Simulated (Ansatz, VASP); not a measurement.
**One calculation of MoS, two programs**

File INCAR:

```
PREC = Accurate
ENCUT = 600
EDIFF = 1E-6
ISMEAR = 0
SIGMA = 0.1
LREAL = F
LASPH = T
NELM = 80
ALGO = Normal
ISIF = 3
LWAVE = F
LCHARG = F
GGA = PS
IBRION = 2
NSW = 100
EDIFFG = -0.05
```

The input KPOINTS:

```
Automatic mesh
0
Gamma
  8 8 8
```

File POSCAR:

```
MoS
1.0
    0.0000000000      2.4148756080      2.4148756080
    2.4148756080      0.0000000000      2.4148756080
    2.4148756080      2.4148756080      0.0000000000
Mo S
1 1
Direct
    0.0000000000      0.0000000000      0.0000000000
    0.5000000000      0.5000000000      0.5000000000
```

Input for Ansatz:

```yaml
crystal:
  lattice:
    - [0.0, 2.414875608, 2.414875608]
    - [2.414875608, 0.0, 2.414875608]
    - [2.414875608, 2.414875608, 0.0]
  atoms:
    - { symbol: Mo, position: [0.0, 0.0, 0.0] }
    - { symbol: S, position: [0.5, 0.5, 0.5] }
basis:
  ecutwfc: 420
kpoints:
  mp_grid: { grid: [8, 8, 8] }
hamiltonian:
  xc: pbesol
scf:
  occupations: { method: gaussian, width: 0.1 }
output:
  forces: true
  stress: true
  eigenvalues: true
relax:
  adjacent_minimum: "off"
  f_tol: 0.05
  max_steps: 80
  cell: { stress_tol: 0.5 }
```

Alike in both runs: task relaxation of cell and atoms; functional PBEsol; k mesh 8 × 8 × 8; occupations gaussian, width 0.1 eV; no spin polarisation.

|  | VASP | Ansatz |
| --- | --- | --- |
| version | VASP 6.6.1 | Ansatz 0.2.0 |
| potentials or method | VASP PAW PBE potentials, release 64 (Mo_sv, S), cutoff 600 eV | scalar-relativistic, plane waves, PAW |
| valence electrons in the cell | 20 | 20 |

|  | VASP | Ansatz | Ansatz less VASP |
| --- | --- | --- | --- |
| gap on the k mesh at the Fermi level, each at its own relaxed structure (eV) | none | none | - |
| relaxed volume (Å³/atom) | 14.69 | 14.67 | -0.020 |
| relaxed length of the cell vector where the two differ most in proportion (Å) | 3.464 | 3.462 | -0.0016 |

VASP's potentials were made for PBE, not for PBEsol. A gap of «none» marks a metal or a gap that the smearing closes.
